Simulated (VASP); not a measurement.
# SnO2 (P4_2/mnm) in VASP: further runs, part 2 of 2

VASP 6.6.1. Earlier steps stand in the parts before.

**3. Single point, LDA (volume scaled by 0.98)**

The input, INCAR:

```
  PREC = Accurate
  ENCUT = 520
  EDIFF = 1E-7
  ISMEAR = -1
  SIGMA = 0.03
  LREAL = False
  LASPH = True
  NELM = 100
  ALGO = Normal
  ISIF = 2
  LWAVE = False
  LCHARG = False
  NBANDS = 35
```

The input, KPOINTS:

```
Automatic mesh
0
Gamma
  4 4 6
```

The input, POSCAR:

```
SnO2
1.0
    4.7055547467      0.0000000000      0.0000000000
    0.0000000000      4.7055547467      0.0000000000
    0.0000000000      0.0000000000      3.1650141207
Sn O
2 4
Direct
    0.0000000000      0.0000000000      0.0000000000
    0.5000000000      0.5000000000      0.5000000000
    0.3056200000      0.3056200000      0.0000000000
    0.1943800000      0.8056200000      0.5000000000
    0.6943800000      0.6943800000      0.0000000000
    0.8056200000      0.1943800000      0.5000000000
```

Potentials or basis: VASP PAW LDA potentials, release 64 (Sn_d, O).

The run is started by

```sh
$ cat potpaw_LDA.64/Sn_d/POTCAR potpaw_LDA.64/O/POTCAR > POTCAR
$ mpirun -np 1 vasp_std > vasp.out
```

OUTCAR:

```text
PREC = Accurate
   ENCUT = 520
   EDIFF = 1E-7
   ISMEAR = -1
   LREAL = False
   LASPH = True
   NELM = 100
   ISIF = 2

 ion  position               nearest neighbor table
   1  0.000  0.000  0.000-   3 2.03   5 2.03   4 2.04   6 2.04   4 2.04   6 2.04   2 3.68   2 3.68
                             2 3.68   2 3.68   2 3.68   2 3.68   2 3.68   2 3.68
   2  0.500  0.500  0.500-   4 2.03   6 2.03   5 2.04   3 2.04   3 2.04   5 2.04   1 3.68   1 3.68
                             1 3.68   1 3.68   1 3.68   1 3.68   1 3.68   1 3.68
   3  0.306  0.306  0.000-   1 2.03   2 2.04   2 2.04
   4  0.194  0.806  0.500-   2 2.03   1 2.04   1 2.04
   5  0.694  0.694  0.000-   1 2.03   2 2.04   2 2.04
   6  0.806  0.194  0.500-   2 2.03   1 2.04   1 2.04

  LATTYP: Found a simple tetragonal cell.
 ALAT       =     4.7055547467
 C/A-ratio  =     0.6726123254

  Lattice vectors:

 A1 = (   4.7055547467,   0.0000000000,   0.0000000000)
 A2 = (   0.0000000000,   4.7055547467,   0.0000000000)
 A3 = (   0.0000000000,   0.0000000000,   3.1650141207)

Analysis of symmetry for initial positions (statically):
=====================================================================
 Subroutine PRICEL returns:
 Original cell was already a primitive cell.

 Routine SETGRP: Setting up the symmetry group for a
 simple tetragonal supercell.

 Subroutine GETGRP returns: Found 16 space group operations
 (whereof  8 operations were pure point group operations)
 out of a pool of 16 trial point group operations.

The static configuration has the point symmetry D_2h.
 The point group associated with its full space group is D_4h.

Analysis of symmetry for dynamics (positions and initial velocities):
=====================================================================
 Subroutine PRICEL returns:
 Original cell was already a primitive cell.

 Routine SETGRP: Setting up the symmetry group for a
 simple tetragonal supercell.

 Subroutine GETGRP returns: Found 16 space group operations
 (whereof  8 operations were pure point group operations)
 out of a pool of 16 trial point group operations.

The dynamic configuration has the point symmetry D_2h.
 The point group associated with its full space group is D_4h.

 Subroutine INISYM returns: Found 16 space group operations
 (whereof  8 operations are pure point group operations),
 and found     1 'primitive' translations

----------------------------------------------------------------------------------------

                                     Primitive cell

  volume of cell :      70.0805

  direct lattice vectors                    reciprocal lattice vectors
     4.705554747  0.000000000  0.000000000     0.212514794  0.000000000  0.000000000
     0.000000000  4.705554747  0.000000000     0.000000000  0.212514794  0.000000000
     0.000000000  0.000000000  3.165014121     0.000000000  0.000000000  0.315954357

  length of vectors
     4.705554747  4.705554747  3.165014121     0.212514794  0.212514794  0.315954357

  position of ions in fractional coordinates (direct lattice)
     0.000000000  0.000000000  0.000000000
     0.500000000  0.500000000  0.500000000
     0.305620000  0.305620000  0.000000000
     0.194380000  0.805620000  0.500000000
     0.694380000  0.694380000  0.000000000
     0.805620000  0.194380000  0.500000000

  ion indices of the primitive-cell ions
[... 36 lines left out ...]
  0.000000  0.000000  0.000000      1.000000
  0.250000  0.000000  0.000000      4.000000
  0.500000  0.000000  0.000000      2.000000
  0.250000  0.250000  0.000000      4.000000
  0.500000  0.250000  0.000000      4.000000
  0.500000  0.500000  0.000000      1.000000
[... 16 lines left out ...]
  0.500000  0.250000  0.500000      4.000000
  0.500000  0.500000  0.500000      1.000000
   k-points           NKPTS =     24   k-points in BZ     NKDIM =     24   number of bands    NBANDS=     35
   number of dos      NEDOS =    301   number of ions     NIONS =      6
   total plane-waves  NPLWV =  31104
   dimension x,y,z NGX =    36 NGY =   36 NGZ =   24
   dimension x,y,z NGXF=    72 NGYF=   72 NGZF=   48
   ions per type =               2   4
   NGX,Y,Z   is equivalent  to a cutoff of  12.72, 12.72, 12.61 a.u.
   NGXF,Y,Z  is equivalent  to a cutoff of  25.44, 25.44, 25.21 a.u.
 SYSTEM =  unknown system
   PREC   = accura    normal or accurate (medium, high low for compatibility)
   ISTART =      0    job   : 0-new  1-cont  2-samecut
   ICHARG =      2    charge: 1-file 2-atom 10-const
   ISPIN  =      1    spin polarized calculation?
   LNONCOLLINEAR =      F non collinear calculations
   LSORBIT =      F    spin-orbit coupling
   LASPH  =      T    aspherical Exc in radial PAW
   ENCUT  =  520.0 eV  38.22 Ry    6.18 a.u.   8.75  8.75  5.88*2*pi/ulx,y,z
   NELM   =    100;   NELMIN=  2; NELMDL= -5     # of ELM steps
   EDIFF  = 0.1E-06   stopping-criterion for ELM
   LREAL  =      F    real-space projection
   EDIFFG = 0.1E-05   stopping-criterion for IOM
   NSW    =      0    number of steps for IOM
   IBRION =     -1    ionic relax: 0-MD 1-quasi-New 2-CG
   NFREE  =      0    steps in history (QN), initial steepest desc. (CG)
   ISIF   =      2    stress and relaxation
   ISYM   =      2    0-nonsym 1-usesym 2-fastsym
   POTIM  = 0.5000    time-step for ionic-motion
   TEBEG  =    0.0;   TEEND  =   0.0 temperature during run
   PSTRESS=    0.0 pullay stress
   NELECT =      52.0000    total number of electrons
   NUPDOWN=      -1.0000    fix difference up-down
   EMIN   =  10.00;   EMAX   =-10.00  energy-range for DOS
   EFERMI =   0.00;   METHOD = LEGACY
   ISMEAR =    -1;   SIGMA  =   0.03  broadening in eV -4-tet -1-fermi 0-gaus
   EFERMI_NEDOS =   21; number of points for ismear=-14 and -15
   IALGO  =     38    algorithm
   IMIX   =      4    mixing-type and parameters
     AMIX     =   0.40;   BMIX     =  1.00
     AMIX_MAG =   1.60;   BMIX_MAG =  1.00
  volume/ion in A,a.u.               =      11.68        78.82
  Fermi-wavevector in a.u.,A,eV,Ry     =   1.482098  2.800759 29.886743  2.196614
  Thomas-Fermi vector in A             =   2.595926
   LORBIT       =      0    0 simple, 1 ext, 2 COOP (PROOUT), +10 PAW based schemes
   GGA     = CA    functional components
   LHFCALC =     F    Hartree Fock is set to
   AEXX    =    0.0000 exact exchange contribution
   IVDW    =     0    specifies the selected vdW correction
   LEPSILON=     F    determine dielectric tensor
   LRPA    =     F    only Hartree local field effects (RPA)
 non-spin polarized calculation
  energy-cutoff  :      520.00
  volume of cell :       70.08
 maximum number of plane-waves:      1915
 NGX is ok and might be reduce to    36
   NGX = 17   NGY = 17   NGZ = 11

 number of electron      51.9999978 magnetization

 Free energy of the ion-electron system (eV)
  ---------------------------------------------------
  ext. energy  EPLUGINS =         0.00000000
  ---------------------------------------------------
  free energy    TOTEN  =       -42.25681149 eV

  energy without entropy =      -42.25681149  energy(sigma->0) =      -42.25681149

 E-fermi :   6.7058     XC(G=0): -11.9095

 val. band max:        6.1171714672   @ k =   0.0000   0.0000   0.0000
 cond. band min:       7.4977642218   @ k =   0.0000   0.0000   0.0000
 fundamental gap:      1.3805927545
 Fermi energy:         6.7057720262

 k-point     1 :       0.0000    0.0000    0.0000
  band No.  band energies     occupation
      1     -14.9368      2.00000
      2     -14.1273      2.00000
      3     -13.8186      2.00000
      4     -13.7980      2.00000
      5     -13.7980      2.00000
      6     -13.7194      2.00000
[... 901 lines left out ...]
     34      17.2404      0.00000
     35      19.1072      0.00000

------------------------ aborting loop because EDIFF is reached ----------------------------------------

  FORCE on cell =-STRESS in cart. coord.  units (eV):
  Direction    XX          YY          ZZ          XY          YZ          ZX
  --------------------------------------------------------------------------------------
  -------------------------------------------------------------------------------------
  Total        1.6808297      1.6808297      2.6867483      0.0000000      0.0000000      0.0000000
  in kB       38.4270440     38.4270440     61.4243058      0.0000000      0.0000000      0.0000000
  external PRESSURE =      46.0927979 kB  Pullay stress =       0.0000000 kB

 VOLUME and BASIS-vectors are now :
 -----------------------------------------------------------------------------
  energy-cutoff  :      520.00
  volume of cell :       70.08
      direct lattice vectors                 reciprocal lattice vectors
     4.705554747  0.000000000  0.000000000     0.212514794  0.000000000  0.000000000
     0.000000000  4.705554747  0.000000000     0.000000000  0.212514794  0.000000000
     0.000000000  0.000000000  3.165014121     0.000000000  0.000000000  0.315954357

 POSITION                                       TOTAL-FORCE (eV/Angst)
 -----------------------------------------------------------------------------------
      0.00000      0.00000      0.00000        -0.000000     -0.000000     -0.000000
      2.35278      2.35278      1.58251        -0.000000     -0.000000     -0.000000
      1.43811      1.43811      0.00000        -0.015858     -0.015858      0.000000
      0.91467      3.79089      1.58251         0.015858     -0.015858      0.000000
      3.26744      3.26744      0.00000         0.015858      0.015858     -0.000000
      3.79089      0.91467      1.58251        -0.015858      0.015858     -0.000000
 -----------------------------------------------------------------------------------
    total drift:                                0.000000      0.000000      0.000000

  FREE ENERGIE OF THE ION-ELECTRON SYSTEM (eV)
  ---------------------------------------------------
  free  energy   TOTEN  =       -42.2568114906 eV

  energy  without entropy=      -42.2568114905  energy(sigma->0) =      -42.25681149
```

Run time: 78 s. Hardware: 1 thread of Intel Xeon 8259CL, shared host; peak memory 0.18 GiB.

What came out:

```
Free energy            : -42.2568 eV
Pressure               : 4.6 GPa
Largest force          : 0.022 eV/Å
Band gap on the k mesh : 1.38 eV, direct
```

Forces in eV/Å, atoms in the order of the input:
```
Sn   0.000  0.000  0.000
Sn   0.000  0.000  0.000
O   -0.016 -0.016  0.000
O    0.016 -0.016  0.000
O    0.016  0.016  0.000
O   -0.016  0.016  0.000
```

Stress tensor (GPa, compression positive):
```
3.84 0.00 0.00
0.00 3.84 0.00
0.00 0.00 6.14
```

Caveat: spin-orbit coupling is left out, which moves the levels of the heavy elements.
